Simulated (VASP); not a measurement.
# TiO2 (P4_2/mnm) in VASP: further runs, part 2 of 2

VASP 6.6.1.

## (4) Single point, PBE

This run uses another cell than the first one, of 10.45 Å³/atom, 1.008 times its volume.

INCAR reads:

```
SYSTEM = TiO2
ALGO = Normal
EDIFF = 1E-6
ENCUT = 520
GGA = PE
ISIF = 2
ISMEAR = 0
LASPH = .True.
LCHARG = .False.
LREAL = .False.
LWAVE = .False.
NBANDS = 33
NELM = 80
PREC = Accurate
SIGMA = 0.05
```

KPOINTS reads:

```
k-points
0
Gamma
  6 6 10
  0 0 0
```

POSCAR reads:

```
TiO2
1.0
    4.4267000000      0.0000000000      0.0000000000
    0.0000000000      4.4267000000      0.0000000000
    0.0000000000      0.0000000000      3.2010000000
Ti O
2 4
Direct
    0.0000000000      0.0000000000      0.0000000000
    0.5000000000      0.5000000000      0.5000000000
    0.3050970583      0.3050970583      0.0000000000
    0.1949029417      0.8050970583      0.5000000000
    0.6949029417      0.6949029417      0.0000000000
    0.8050970583      0.1949029417      0.5000000000
```

Potentials or basis: VASP PAW PBE potentials, release 64 (Ti_sv, O).

Started as:

```bash
cat potpaw_PBE.64/Ti_sv/POTCAR potpaw_PBE.64/O/POTCAR > POTCAR
mpirun -np 1 vasp_std > vasp.out
```

OUTCAR:

```text
SYSTEM = TiO2
   EDIFF = 1E-6
   ENCUT = 520
   GGA = PE
   ISIF = 2
   ISMEAR = 0
   LASPH = .True.
   LREAL = .False.
   NELM = 80
   PREC = Accurate

 ion  position               nearest neighbor table
   1  0.000  0.000  0.000-   3 1.91   5 1.91   4 2.01   6 2.01   4 2.01   6 2.01
   2  0.500  0.500  0.500-   4 1.91   6 1.91   5 2.01   3 2.01   3 2.01   5 2.01
   3  0.305  0.305  0.000-   1 1.91   2 2.01   2 2.01
   4  0.195  0.805  0.500-   2 1.91   1 2.01   1 2.01
   5  0.695  0.695  0.000-   1 1.91   2 2.01   2 2.01
[... 1075 lines left out ...]
  -------------------------------------------------------------------------------------
  Total        4.1603465      4.1603465     -6.2658189      0.0000000      0.0000000      0.0000000
  in kB      106.2659748    106.2659748   -160.0451668      0.0000000      0.0000000      0.0000000
  external PRESSURE =      17.4955943 kB  Pullay stress =       0.0000000 kB

 VOLUME and BASIS-vectors are now :
 -----------------------------------------------------------------------------
  energy-cutoff  :      520.00
  volume of cell :       62.73
      direct lattice vectors                 reciprocal lattice vectors
     4.426700000  0.000000000  0.000000000     0.225901913  0.000000000  0.000000000
     0.000000000  4.426700000  0.000000000     0.000000000  0.225901913  0.000000000
     0.000000000  0.000000000  3.201000000     0.000000000  0.000000000  0.312402374

 POSITION                                       TOTAL-FORCE (eV/Angst)
 -----------------------------------------------------------------------------------
      0.00000      0.00000      0.00000        -0.000000     -0.000000      0.000000
      2.21335      2.21335      1.60050        -0.000000     -0.000000      0.000000
      1.35057      1.35057      0.00000         0.001442      0.001442     -0.000000
      0.86278      3.56392      1.60050        -0.001442      0.001442      0.000000
      3.07613      3.07613      0.00000        -0.001442     -0.001442      0.000000
      3.56392      0.86278      1.60050         0.001442     -0.001442      0.000000
 -----------------------------------------------------------------------------------
    total drift:                               -0.000000      0.000000     -0.000000

  FREE ENERGIE OF THE ION-ELECTRON SYSTEM (eV)
  ---------------------------------------------------
  free  energy   TOTEN  =       -53.2152948294 eV

  energy  without entropy=      -53.2152948294  energy(sigma->0) =      -53.21529483
```

Run time: 52 s. Hardware: 1 thread of Intel Xeon Platinum 8559C (Emerald Rapids), shared host; peak memory 0.23 GiB.

What came out:

- Free energy: -53.2153 eV
- Pressure: 1.7 GPa
- Band gap on the k mesh: 1.86 eV, direct

Forces on the atoms (eV/Å):
```
Ti   0.000  0.000  0.000
Ti   0.000  0.000  0.000
O    0.001  0.001  0.000
O   -0.001  0.001  0.000
O   -0.001 -0.001  0.000
O    0.001 -0.001  0.000
```

## (5) Single point, PBE

This run uses another cell than the first one, of 10.56 Å³/atom, 1.019 times its volume.

INCAR reads:

```
SYSTEM = TiO2
PREC     = Accurate       ! precision mode
ENCUT    = 520            ! plane-wave cutoff, eV
EDIFF    = 1E-6           ! SCF threshold, eV
ISMEAR   = 0              ! smearing method
SIGMA    = 0.05           ! smearing width, eV
LREAL    = .False.        ! projectors in reciprocal space
LASPH    = .True.         ! aspherical terms in the spheres
NELM     = 80             ! most SCF steps
ALGO     = Normal         ! electronic algorithm
ISIF     = 2              ! what is computed and relaxed
LWAVE    = .False.        ! write WAVECAR
LCHARG   = .True.         ! write CHGCAR
GGA      = PE             ! functional
LELF     = .True.         ! ELF
LVHAR    = .True.       
NBANDS   = 33             ! bands
```

KPOINTS reads:

```
Automatic mesh
0
Gamma
  6 6 10
  0 0 0
```

Changes to POSCAR since step 4:

```diff
@@ -2,5 +2,5 @@
 1.0
-    4.4267000000      0.0000000000      0.0000000000
-    0.0000000000      4.4267000000      0.0000000000
-    0.0000000000      0.0000000000      3.2010000000
+    4.7517000000      0.0000000000      0.0000000000
+    0.0000000000      4.7517000000      0.0000000000
+    0.0000000000      0.0000000000      2.8058000000
 Ti O
```

Started as:

```bash
cat potpaw_PBE.64/Ti_sv/POTCAR potpaw_PBE.64/O/POTCAR > POTCAR
mpirun -np 1 vasp_std > vasp.out
```

Run time: 52 s. Hardware: 1 thread of Intel Xeon Platinum 8559C (Emerald Rapids), shared host; peak memory 0.23 GiB.

The run converged. Its results:

| Item | Value |
| --- | --- |
| Free energy | -53.4197 eV |
| Pressure | 6.9 GPa |
| Largest force | 0.141 eV/Å |
| Band gap on the k mesh | 2.00 eV, indirect (least direct gap 2.02 eV) |

Forces on the atoms (eV/Å):
```
Ti   0.000  0.000  0.000
Ti   0.000  0.000  0.000
O   -0.100 -0.100  0.000
O    0.100 -0.100  0.000
O    0.100  0.100  0.000
O   -0.100  0.100  0.000
```

Stress tensor (GPa, compression positive):
```
-1.15  0.00  0.00
 0.00 -1.15  0.00
 0.00  0.00 23.14
```

Levels at points of the mesh, in eV from the valence-band top:
```tsv
k point	band 21	band 22	band 23	band 24	band 25	band 26	band 27	band 28
(0.00, 0.00, 0.00)	-0.29	-0.29	-0.20	-0.01	2.01	2.20	3.03	3.03
(0.50, 0.00, 0.00)	-0.89	-0.89	-0.58	-0.58	2.67	2.67	3.41	3.41
(0.50, 0.50, 0.00)	-0.90	-0.90	-0.66	-0.66	2.00	2.00	3.04	3.04
(0.00, 0.00, 0.50)	-1.79	-1.79	-1.28	-1.28	3.14	3.14	3.82	3.82
(0.50, 0.00, 0.50)	-1.87	-1.87	-0.78	-0.78	2.20	2.20	4.03	4.03
(0.50, 0.50, 0.50)	-0.94	-0.94	-0.58	-0.58	2.85	2.85	3.41	3.41
```

## (6) Single point, PBE

This run uses another cell than the first one, of 10.70 Å³/atom, 1.032 times its volume.

INCAR reads:

```
  PREC = Accurate
  ENCUT = 520
  EDIFF = 1E-6
  ISMEAR = 0
  SIGMA = 0.05
  LREAL = False
  LASPH = True
  NELM = 60
  ALGO = Normal
  ISIF = 2
  LWAVE = False
  LCHARG = False
  GGA = PE
  NBANDS = 33
```

KPOINTS reads:

```
regular mesh
0
Gamma
  6 6 10
```

Changes to POSCAR since step 5:

```diff
@@ -2,5 +2,5 @@
 1.0
-    4.7517000000      0.0000000000      0.0000000000
-    0.0000000000      4.7517000000      0.0000000000
-    0.0000000000      0.0000000000      2.8058000000
+    4.5351000000      0.0000000000      0.0000000000
+    0.0000000000      4.5351000000      0.0000000000
+    0.0000000000      0.0000000000      3.1219000000
 Ti O
```

Potentials or basis: VASP PAW PBE potentials, release 64 (Ti_sv, O).

Started as:

```bash
cat potpaw_PBE.64/Ti_sv/POTCAR potpaw_PBE.64/O/POTCAR > POTCAR
mpirun -np 1 vasp_std > vasp.out
```

Wall time 52 s (1 thread of Intel Xeon Platinum 8559C (Emerald Rapids), shared host); peak memory 0.23 GiB.

The run converged. Its results:

* Free energy: -53.4962 eV
* Pressure: -2.8 GPa
* Largest force: 0.017 eV/Å
* Band gap on the k mesh: 1.74 eV, direct

Forces in eV/Å, atoms in the order of the input:
```
Ti   0.000  0.000  0.000
Ti   0.000  0.000  0.000
O   -0.012 -0.012  0.000
O    0.012 -0.012  0.000
O    0.012  0.012  0.000
O   -0.012  0.012  0.000
```

Stress tensor (GPa, compression positive):
```
  2.92   0.00   0.00
  0.00   2.92   0.00
  0.00   0.00 -14.24
```

Levels at points of the mesh, in eV from the valence-band top:
```tsv
k point	band 20	band 21	band 22	band 23	band 24	band 25	band 26	band 27	band 28	band 29
(0.00, 0.00, 0.00)	-2.36	-0.89	-0.40	-0.40	0.00	1.74	2.09	2.11	2.16	2.16
(0.50, 0.00, 0.00)	-2.98	-1.98	-1.98	-0.73	-0.73	2.39	2.39	2.76	2.76	3.19
(0.50, 0.50, 0.00)	-2.00	-1.60	-1.60	-0.97	-0.97	1.83	1.83	2.19	2.19	3.44
(0.00, 0.00, 0.50)	-2.51	-2.40	-2.40	-1.35	-1.35	2.49	2.49	2.86	2.86	3.49
(0.50, 0.00, 0.50)	-2.43	-1.98	-1.98	-1.01	-1.01	1.78	1.78	2.55	2.55	3.69
(0.50, 0.50, 0.50)	-2.36	-1.31	-1.31	-0.63	-0.63	2.45	2.45	2.55	2.55	3.04
```

## (7) Overview

```tsv
cell	gap on the mesh (eV)	pressure (GPa)	largest force (eV/Å)
a = 4.643, b = 4.643, c = 2.885 Å, 6 atoms	1.96	8.6	0.21
a = 4.535, b = 4.535, c = 3.043 Å, 6 atoms	1.81	3.7	0.09
a = 4.427, b = 4.427, c = 3.201 Å, 6 atoms	1.86	1.7	-
a = 4.752, b = 4.752, c = 2.806 Å, 6 atoms	2.00	6.9	0.14
a = 4.535, b = 4.535, c = 3.122 Å, 6 atoms	1.74	-2.8	0.02
```

Alike in all rows: task single point; level PBE; potentials or basis VASP PAW PBE potentials, release 64 (Ti_sv, O); no spin polarisation; k mesh 6 × 6 × 10; cutoff (eV) 520; smearing gaussian 0.05 eV.

Total energies depend on the potentials used, so only differences within one code and one set of settings carry meaning.

## (8) Against experiment

Step 4. Against the measured gap of TiO2, 3.03 eV (direct; 1.6 K; quoted in “Shallow Valence Band of Rutile GeO2 and P-type Doping”, 2020, arxiv:2011.08928), the calculated 1.86 eV is off by -1.17 eV. 2 values of this kind are on record in papers (3.03 to 3.05 eV); this one was drawn at random among those near their median. The value is that of PBE on a finite k mesh, which can miss the band edges, without temperature or zero-point motion. Semilocal functionals fall short of measured gaps as a rule.

Step 6. A measured gap of TiO2 is 3.03 eV (direct; 1.6 K; quoted in “Shallow Valence Band of Rutile GeO2 and P-type Doping”, 2020, arxiv:2011.08928); the calculated 1.74 eV misses it by -1.29 eV. 2 values of this kind are on record in papers (3.03 to 3.05 eV); this one was drawn at random among those near their median. The value is that of PBE on a finite k mesh, which can miss the band edges, without temperature or zero-point motion. Semilocal functionals fall short of measured gaps as a rule.
